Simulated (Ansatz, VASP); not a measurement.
**One calculation of Hg, two programs**

INCAR

```
PREC = Accurate
ENCUT = 520
EDIFF = 1E-6
ISMEAR = -1
SIGMA = 0.1
LREAL = False
LASPH = True
NELM = 80
ALGO = Normal
ISIF = 2
LWAVE = False
LCHARG = False
GGA = PE
NBANDS = 12
```

Contents of KPOINTS:

```
Automatic mesh
0
Gamma
  17 17 17
```

POSCAR

```
Hg
1.0
    2.1584154639      1.2461617491      2.0507636850
   -2.1584154639      1.2461617491      2.0507636850
    0.0000000000     -2.4923234982      2.0507636850
Hg
1
Direct
    0.0000000000      1.0000000000      0.0000000000
```

Input for Ansatz:

```yaml
crystal:
  lattice:
    - [2.1584154639, 1.2461617491, 2.050763685]
    - [-2.1584154639, 1.2461617491, 2.050763685]
    - [0.0, -2.4923234982, 2.050763685]
  atoms:
    - { symbol: Hg, position: [0.0, 1.0, 0.0] }
hamiltonian:
  xc: pbe
  pseudopotentials:
    kind: paw
    azcp:
      Hg: "pseudopotentials/Hg.paw.azcp"
basis:
  ecutwfc: 420
  fft_grid_basis: typed
kpoints:
  mp_grid: { grid: [17, 17, 17], shift: [0, 0, 0] }
magnetization:
  spin_polarized: false
scf:
  occupations: { method: fermi_dirac, width: 0.1 }
output:
  stress: true
```

Alike in both runs: task single point; functional PBE; k mesh 17 × 17 × 17; occupations fermi-dirac, width 0.1 eV; no spin polarisation.

|  | VASP | Ansatz |
| --- | --- | --- |
| version | VASP 6.6.1 | Ansatz 0.2.0 |
| potentials or method | VASP PAW PBE potentials, release 64 (Hg), cutoff 520 eV | plane waves (420 eV) with PAW, scalar-relativistic |
| valence electrons in the cell | 12 | 20 |

Ansatz gave:

- pressure (GPa): -0.8
- traceless stress, the component that is largest in VASP (GPa): -0.10

Which values does VASP return?

Pressure (GPa): -0.7; traceless stress, the component that is largest in VASP (GPa): -0.07.

VASP's potentials hold 12 valence electrons a cell and Ansatz's 20, so a difference there can come from the potentials and not from the codes.

Spin-orbit coupling is off throughout.
